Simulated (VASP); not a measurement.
# SiC (F-43m) in VASP: further runs

SiC is run at these levels: LDA; tasks: relaxation of cell and atoms.

Everything below comes from runs of VASP 6.6.1. Logs are shortened: lines on timing, memory, paths and dates and some standing lists are left out, and cuts for length are marked.

## (1) The cell of the first run

It takes space group F-43m (No. 216, cubic). Conventional cell: a = 4.329 Å, b = 4.329 Å, c = 4.329 Å, α = 90.00°, β = 90.00°, γ = 90.00°. Within 2.5 Å of Si (site symmetry -43m) lie 4 C at 1.87 Å. Within 2.5 Å of C (site symmetry -43m) lie 4 Si at 1.87 Å.

## (2) Relaxation of cell and atoms, LDA, target pressure 4 GPa, at which the enthalpy is minimised

The input, INCAR:

```
SYSTEM = SiC
  PREC = Accurate
  ENCUT = 600
  EDIFF = 1E-6
  ISMEAR = 0
  SIGMA = 0.01
  LREAL = .False.
  LASPH = .True.
  NELM = 80
  ALGO = Normal
  ISIF = 3
  LWAVE = .False.
  LCHARG = .False.
  GGA = CA
  IBRION = 2
  NSW = 100
  EDIFFG = -0.002
  PSTRESS = 40.0
```

The input, KPOINTS:

```
Automatic mesh
0
Gamma
  10 10 10
  0 0 0
```

The input, POSCAR:

```
SiC
1.0
    2.1644853876      2.1644853876      0.0000000000
   -2.1644853876      2.1644853876      0.0000000000
    0.0000000000      2.1644853876      2.1644853876
Si C
1 1
Direct
    0.0000000000      0.0000000000      0.0000000000
    0.7500000000      0.2500000000      0.5000000000
```

Potentials or basis: VASP PAW LDA potentials, release 64 (Si, C).

Launch:

```console
$ cat potpaw_LDA.64/Si/POTCAR potpaw_LDA.64/C/POTCAR > POTCAR
$ mpirun -np 1 vasp_std > vasp.out
```

OUTCAR:

```text
SYSTEM = SiC
   PREC = Accurate
   ENCUT = 600
   EDIFF = 1E-6
   ISMEAR = 0
   LREAL = .False.
   LASPH = .True.
   NELM = 80
   ISIF = 3
   GGA = CA
   IBRION = 2
   NSW = 100
   EDIFFG = -0.002
   PSTRESS = 40.0

 ion  position               nearest neighbor table
   1  0.000  0.000  0.000-   2 1.87   2 1.87   2 1.87   2 1.87
   2  0.750  0.250  0.500-   1 1.87   1 1.87   1 1.87   1 1.87

  LATTYP: Found a face centered cubic cell.
 ALAT       =     4.3289707752

  Lattice vectors:

 A1 = (   0.0000000000,   2.1644853876,   2.1644853876)
 A2 = (   2.1644853876,   0.0000000000,   2.1644853876)
 A3 = (   2.1644853876,   2.1644853876,   0.0000000000)

Analysis of symmetry for initial positions (statically):
=====================================================================
 Subroutine PRICEL returns:
 Original cell was already a primitive cell.

 Routine SETGRP: Setting up the symmetry group for a
 face centered cubic supercell.

 Subroutine GETGRP returns: Found 24 space group operations
 (whereof 24 operations were pure point group operations)
 out of a pool of 48 trial point group operations.

The static configuration has the point symmetry T_d .

Analysis of symmetry for dynamics (positions and initial velocities):
=====================================================================
 Subroutine PRICEL returns:
 Original cell was already a primitive cell.

 Routine SETGRP: Setting up the symmetry group for a
 face centered cubic supercell.

 Subroutine GETGRP returns: Found 24 space group operations
 (whereof 24 operations were pure point group operations)
 out of a pool of 48 trial point group operations.

The dynamic configuration has the point symmetry T_d .

 Subroutine INISYM returns: Found 24 space group operations
 (whereof 24 operations are pure point group operations),
 and found     1 'primitive' translations

----------------------------------------------------------------------------------------

                                     Primitive cell

  volume of cell :      20.2812

  direct lattice vectors                    reciprocal lattice vectors
     2.164485388  2.164485388  0.000000000     0.231001790  0.231001790 -0.231001790
    -2.164485388  2.164485388  0.000000000    -0.231001790  0.231001790 -0.231001790
     0.000000000  2.164485388  2.164485388     0.000000000  0.000000000  0.462003581

  length of vectors
     3.061044591  3.061044591  3.061044591     0.400106838  0.400106838  0.462003581

  position of ions in fractional coordinates (direct lattice)
     0.000000000  0.000000000  0.000000000
     0.750000000  0.250000000  0.500000000

  ion indices of the primitive-cell ions
   primitive index   ion index
                 1           1
                 2           2

----------------------------------------------------------------------------------------

 KPOINTS: Automatic mesh

Automatic generation of k-mesh.
 Grid dimensions read from file:
 generate k-points for:   10   10   10

 Generating k-lattice:

  Cartesian coordinates                     Fractional coordinates (reciprocal lattice)
     0.023100179  0.023100179 -0.023100179     0.100000000  0.000000000  0.000000000
    -0.023100179  0.023100179 -0.023100179     0.000000000  0.100000000  0.000000000
     0.000000000  0.000000000  0.046200358     0.000000000  0.000000000  0.100000000

  Length of vectors
     0.040010684  0.040010684  0.046200358

  Shift w.r.t. Gamma in fractional coordinates (k-lattice)
     0.000000000  0.000000000  0.000000000

 Subroutine IBZKPT returns following result:
 ===========================================

 Found     47 irreducible k-points:

 Following reciprocal coordinates:
            Coordinates               Weight
  0.000000  0.000000  0.000000      1.000000
  0.100000  0.000000  0.000000      8.000000
  0.200000  0.000000  0.000000      8.000000
  0.300000  0.000000  0.000000      8.000000
  0.400000  0.000000  0.000000      8.000000
  0.500000  0.000000  0.000000      4.000000
[... 16 lines left out ...]
  0.300000  0.300000  0.000000     12.000000
  0.400000  0.300000  0.000000     24.000000
 [... further k-points ...]
   k-points           NKPTS =     47   k-points in BZ     NKDIM =     47   number of bands    NBANDS=      8
   number of dos      NEDOS =    301   number of ions     NIONS =      2
   total plane-waves  NPLWV =  13824
   dimension x,y,z NGX =    24 NGY =   24 NGZ =   24
   dimension x,y,z NGXF=    48 NGYF=   48 NGZF=   48
   ions per type =               1   1
   NGX,Y,Z   is equivalent  to a cutoff of  13.03, 13.03, 13.03 a.u.
   NGXF,Y,Z  is equivalent  to a cutoff of  26.07, 26.07, 26.07 a.u.
 SYSTEM =  SiC
   PREC   = accura    normal or accurate (medium, high low for compatibility)
   ISTART =      0    job   : 0-new  1-cont  2-samecut
   ICHARG =      2    charge: 1-file 2-atom 10-const
   ISPIN  =      1    spin polarized calculation?
   LNONCOLLINEAR =      F non collinear calculations
   LSORBIT =      F    spin-orbit coupling
   LASPH  =      T    aspherical Exc in radial PAW
   ENCUT  =  600.0 eV  44.10 Ry    6.64 a.u.   6.11  6.11  6.11*2*pi/ulx,y,z
   NELM   =     80;   NELMIN=  2; NELMDL= -5     # of ELM steps
   EDIFF  = 0.1E-05   stopping-criterion for ELM
   LREAL  =      F    real-space projection
   EDIFFG = -.2E-02   stopping-criterion for IOM
   NSW    =    100    number of steps for IOM
   IBRION =      2    ionic relax: 0-MD 1-quasi-New 2-CG
   NFREE  =      1    steps in history (QN), initial steepest desc. (CG)
   ISIF   =      3    stress and relaxation
   ISYM   =      2    0-nonsym 1-usesym 2-fastsym
   POTIM  = 0.5000    time-step for ionic-motion
   TEBEG  =    0.0;   TEEND  =   0.0 temperature during run
   PSTRESS=   40.0 pullay stress
   NELECT =       8.0000    total number of electrons
   NUPDOWN=      -1.0000    fix difference up-down
   EMIN   =  10.00;   EMAX   =-10.00  energy-range for DOS
   EFERMI =   0.00;   METHOD = LEGACY
   ISMEAR =     0;   SIGMA  =   0.01  broadening in eV -4-tet -1-fermi 0-gaus
   EFERMI_NEDOS =   21; number of points for ismear=-14 and -15
   IALGO  =     38    algorithm
   IMIX   =      4    mixing-type and parameters
     AMIX     =   0.40;   BMIX     =  1.00
     AMIX_MAG =   1.60;   BMIX_MAG =  1.00
  volume/ion in A,a.u.               =      10.14        68.43
  Fermi-wavevector in a.u.,A,eV,Ry     =   1.200623  2.268849 19.612754  1.441497
  Thomas-Fermi vector in A             =   2.336454
   LORBIT       =      0    0 simple, 1 ext, 2 COOP (PROOUT), +10 PAW based schemes
   GGA     = CA    functional components
   LHFCALC =     F    Hartree Fock is set to
   AEXX    =    0.0000 exact exchange contribution
   IVDW    =     0    specifies the selected vdW correction
   LEPSILON=     F    determine dielectric tensor
   LRPA    =     F    only Hartree local field effects (RPA)
 conjugate gradient relaxation of ions
 non-spin polarized calculation
 Gauss-broadening in eV      SIGMA  =   0.01
  energy-cutoff  :      600.00
  volume of cell :       20.28
 maximum number of plane-waves:       700
   NGX = 13   NGY = 13   NGZ = 13

--------------------------------------- Ionic step        1  -------------------------------------------

 number of electron       8.0000000 magnetization

 Free energy of the ion-electron system (eV)
  ---------------------------------------------------
  ext. energy  EPLUGINS =         0.00000000
  ---------------------------------------------------
  free energy    TOTEN  =       -16.64462992 eV

  energy without entropy =      -16.64462992  energy(sigma->0) =      -16.64462992

------------------------ aborting loop because EDIFF is reached ----------------------------------------

  FORCE on cell =-STRESS in cart. coord.  units (eV):
  Direction    XX          YY          ZZ          XY          YZ          ZX
  --------------------------------------------------------------------------------------
  -------------------------------------------------------------------------------------
  Total        0.0326234      0.0326234      0.0326234     -0.0000000     -0.0000000     -0.0000000
  in kB        2.5771870      2.5771870      2.5771870     -0.0000000     -0.0000000     -0.0000000
  external PRESSURE =     -37.4228130 kB  Pullay stress =      40.0000000 kB

 VOLUME and BASIS-vectors are now :
 -----------------------------------------------------------------------------
  energy-cutoff  :      600.00
  volume of cell :       20.28
      direct lattice vectors                 reciprocal lattice vectors
     2.164485388  2.164485388  0.000000000     0.231001790  0.231001790 -0.231001790
    -2.164485388  2.164485388  0.000000000    -0.231001790  0.231001790 -0.231001790
     0.000000000  2.164485388  2.164485388     0.000000000  0.000000000  0.462003581
[... 46 lines left out ...]
  FREE ENERGIE OF THE ION-ELECTRON SYSTEM (eV)
  ---------------------------------------------------
  free  energy   TOTEN  =       -16.6259243784 eV

  energy  without entropy=      -16.6259243784  energy(sigma->0) =      -16.62592438

  enthalpy is  TOTEN    =       -16.1367429030 eV   P V=        0.4891814754

--------------------------------------- Ionic step        3  -------------------------------------------

 number of electron       8.0000000 magnetization

 Free energy of the ion-electron system (eV)
  ---------------------------------------------------
  ext. energy  EPLUGINS =         0.00000000
  ---------------------------------------------------
  free energy    TOTEN  =       -16.64047185 eV

  energy without entropy =      -16.64047185  energy(sigma->0) =      -16.64047185

 E-fermi :   8.5763     XC(G=0): -11.7097

 val. band max:        8.4738352350   @ k =   0.0000   0.0000   0.0000
 cond. band min:       9.7476628021   @ k =   0.5000   0.5000   0.0000
 fundamental gap:      1.2738275670
 Fermi energy:         8.5762802308

 k-point     1 :       0.0000    0.0000    0.0000
  band No.  band energies     occupation
      1      -7.1245      2.00000
      2       8.4738      2.00000
      3       8.4738      2.00000
      4       8.4738      2.00000
      5      15.1895      0.00000
      6      15.9168      0.00000
      7      15.9168      0.00000
      8      15.9168      0.00000

 k-point     2 :       0.1000    0.0000    0.0000
  band No.  band energies     occupation
      1      -6.9230      2.00000
      2       7.4704      2.00000
      3       8.3384      2.00000
      4       8.3384      2.00000
      5      15.3273      0.00000
      6      16.1640      0.00000
      7      16.1640      0.00000
      8      16.2852      0.00000
[... 221 lines left out ...]
 k-point    23 :       0.3000    0.3000    0.0000
  band No.  band energies     occupation
      1      -2.8720      2.00000
      2       1.6650      2.00000
      3       3.0537      2.00000
      4       6.6538      2.00000
      5      12.9334      0.00000
      6      18.0392      0.00000
      7      18.5967      0.00000
      8      19.5315      0.00000

 k-point    24 :       0.4000    0.3000    0.0000
  band No.  band energies     occupation
      1      -2.1771      2.00000
      2       1.0037      2.00000
      3       3.0907      2.00000
      4       6.1152      2.00000
      5      12.0677      0.00000
      6      17.2990      0.00000
      7      19.5034      0.00000
      8      20.1554      0.00000

 [... further k-points ...]
[... 5 lines left out ...]
  --------------------------------------------------------------------------------------
  -------------------------------------------------------------------------------------
  Total        0.4965247      0.4965247      0.4965247      0.0000000     -0.0000000      0.0000000
  in kB       39.8492904     39.8492904     39.8492904      0.0000000     -0.0000000      0.0000000
  external PRESSURE =      -0.1507096 kB  Pullay stress =      40.0000000 kB

 VOLUME and BASIS-vectors are now :
 -----------------------------------------------------------------------------
  energy-cutoff  :      600.00
  volume of cell :       19.96
      direct lattice vectors                 reciprocal lattice vectors
     2.153113610  2.153113610 -0.000000000     0.232221838  0.232221838 -0.232221838
    -2.153113610  2.153113610 -0.000000000    -0.232221838  0.232221838 -0.232221838
    -0.000000000  2.153113610  2.153113610     0.000000000  0.000000000  0.464443676

 POSITION                                       TOTAL-FORCE (eV/Angst)
 -----------------------------------------------------------------------------------
      0.00000      0.00000     -0.00000        -0.000000     -0.000000      0.000000
      1.07656      3.22967      1.07656         0.000000      0.000000      0.000000
 -----------------------------------------------------------------------------------
    total drift:                               -0.000000      0.000000     -0.000000

  FREE ENERGIE OF THE ION-ELECTRON SYSTEM (eV)
  ---------------------------------------------------
  free  energy   TOTEN  =       -16.6404718469 eV

  energy  without entropy=      -16.6404718469  energy(sigma->0) =      -16.64047185

  enthalpy is  TOTEN    =       -16.1420693117 eV   P V=        0.4984025353

 reached required accuracy - stopping structural energy minimisation
```

Wall time 14 s (1 thread of Intel Xeon 8259CL, shared host); peak memory 0.13 GiB.

What came out:

```
Free energy                                                : -16.6405 eV
Relaxed volume                                             : 9.98 Å³/atom
Relaxed cell                                               : a = 3.045 Å, b = 3.045 Å, c = 3.045 Å, α = 60.00°, β = 60.00°, γ = 90.00°
Space group after relaxing (to 0.1 Å)                      : F-43m (No. 216)
Energy change on relaxing (the run minimises the enthalpy) : +2.1 meV/atom
Ionic steps                                                : 3
Pressure after relaxing                                    : 4.0 GPa
Band gap on the k mesh                                     : 1.27 eV (least direct gap 4.54 eV)
```

Step by step:
| step | energy change (eV) | largest force (eV/Å) | pressure (GPa) | volume (Å³) |
| --- | --- | --- | --- | --- |
| 1 | 0.0000 | 0.0000 | 0.26 | 20.28 |
| 2 | 0.0187 | 0.0000 | 8.71 | 19.59 |
| 3 | 0.0042 | 0.0000 | 3.98 | 19.96 |

Final structure:
```
CELL_PARAMETERS angstrom
2.15311 2.15311 0.00000
-2.15311 2.15311 0.00000
0.00000 2.15311 2.15311
ATOMIC_POSITIONS crystal
Si 0.00000 0.00000 0.00000
C 0.75000 0.25000 0.50000
```

Caveat: the cell is relaxed towards a set pressure, so the run minimises the enthalpy, not the energy.

## (3) Relaxation of cell and atoms, LDA, target pressure 7 GPa, at which the enthalpy is minimised

The input, INCAR:

```
PREC = Accurate ; ENCUT = 600
EDIFF = 1E-7 ; ISMEAR = 0
SIGMA = 0.01 ; LREAL = False
LASPH = True ; NELM = 60
ALGO = Normal ; ISIF = 3
LWAVE = False ; LCHARG = False
IBRION = 2 ; NSW = 100
EDIFFG = -0.002 ; PSTRESS = 70.0
```

The input, KPOINTS:

```
Automatic mesh
0
Gamma
  10 10 10
```

POSCAR is that of step 2.

Potentials or basis: VASP PAW LDA potentials, release 64 (Si, C).

Launch:

```console
$ cat potpaw_LDA.64/Si/POTCAR potpaw_LDA.64/C/POTCAR > POTCAR
$ mpirun -np 1 vasp_std > vasp.out
```

Wall time 22 s (1 thread of Intel Xeon 8259CL, shared host); peak memory 0.13 GiB.

Results (log left out):

* Free energy: -16.6323 eV
* Relaxed volume: 9.86 Å³/atom
* Relaxed cell: a = 3.033 Å, b = 3.033 Å, c = 3.033 Å, α = 60.00°, β = 60.00°, γ = 90.00°
* Space group after relaxing (to 0.1 Å): F-43m (No. 216)
* Energy change on relaxing (the run minimises the enthalpy): +6.2 meV/atom
* Ionic steps: 6
* Pressure after relaxing: 7.0 GPa
* Band gap on the k mesh: 1.26 eV (least direct gap 4.55 eV)

The path:
```tsv
step	energy change (eV)	largest force (eV/Å)	pressure (GPa)	volume (Å³)
1	0.0000	0.0000	0.25	20.28
2	0.0608	0.0000	16.41	19.05
3	0.0122	0.0000	6.94	19.73
4	0.0126	0.0000	7.09	19.72
5	0.0121	0.0000	6.91	19.73
6	0.0124	0.0000	7.00	19.72
```

Final structure:
```
Si C
1.0
     2.14446    2.14446    0.00000
    -2.14446    2.14446    0.00000
     0.00000    2.14446    2.14446
Si C
1 1
Direct
  0.00000 0.00000 0.00000
  0.75000 0.25000 0.50000
```

Levels at points of the mesh, in eV from the valence-band top:
| k point | band 2 | band 3 | band 4 | band 5 | band 6 | band 7 |
| --- | --- | --- | --- | --- | --- | --- |
| (0.00, 0.00, 0.00) | 0.00 | 0.00 | 0.00 | 6.86 | 7.53 | 7.53 |
| (0.50, 0.00, 0.00) | -8.82 | -1.06 | -1.06 | 5.83 | 7.33 | 7.33 |
| (0.50, 0.50, 0.00) | -7.97 | -3.29 | -3.29 | 1.26 | 4.36 | 14.39 |

Caveat: the cell is relaxed towards a set pressure, so the run minimises the enthalpy, not the energy. A k mesh can miss the band edges.
